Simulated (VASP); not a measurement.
Wanted: the native input for a VASP 6.6.1 run.

```yaml
Task: single point
Functional: PBEsol
Potentials_or_basis: VASP PAW PBE potentials, release 64 (Pm)
Cutoff: 520 eV
k_mesh: 8 × 8 × 8
Occupations: fermi-dirac, width 0.136057 eV
Spin: no spin polarisation
Dipole_correction: no
Further_INCAR_settings: ALGO = Normal; EDIFF = 1e-06; NBANDS = 22
```

The structure of Pm lies in POSCAR:

```
Pm
1.0
    0.0000000000      2.7537469585      2.7537469585
    2.7537469585      0.0000000000      2.7537469585
    2.7537469585      2.7537469585      0.0000000000
Pm
2
Direct
    0.0000000000      0.0000000000      0.0000000000
    0.2500000000      0.2500000000      0.2500000000
```

One way to write it, as run:

INCAR

```
SYSTEM = Pm
ALGO = Normal
EDIFF = 1E-6
ENCUT = 520
GGA = PS
ISIF = 2
ISMEAR = -1
LASPH = .True.
LCHARG = .True.
LELF = .True.
LREAL = .False.
LVHAR = .True.
LWAVE = .False.
NBANDS = 22
NELM = 100
PREC = Accurate
SIGMA = 0.13605693000000002
```

KPOINTS

```
k-points
0
Gamma
  8 8 8
  0 0 0
```

Potentials or basis: VASP PAW PBE potentials, release 64 (Pm).

The run is started by

```sh
$ cat potpaw_PBE.64/Pm/POTCAR > POTCAR
$ mpirun -np 1 vasp_std > vasp.out
```

Results of the run:

```
Pressure               : 0.7 GPa
Band gap on the k mesh : zero (band 15 reaches 9.21 eV, above the bottom of band 16 at 8.91 eV)
```

Caveat: the PAW data sets were made with another functional, which shifts forces and pressure a little; spin-orbit coupling is left out, which moves the levels of the heavy elements.

Run time: 24 s on 1 thread of Intel(R) Xeon(R) 6975P-C (Granite Rapids), with other jobs on the host, peak memory 0.18 GiB.
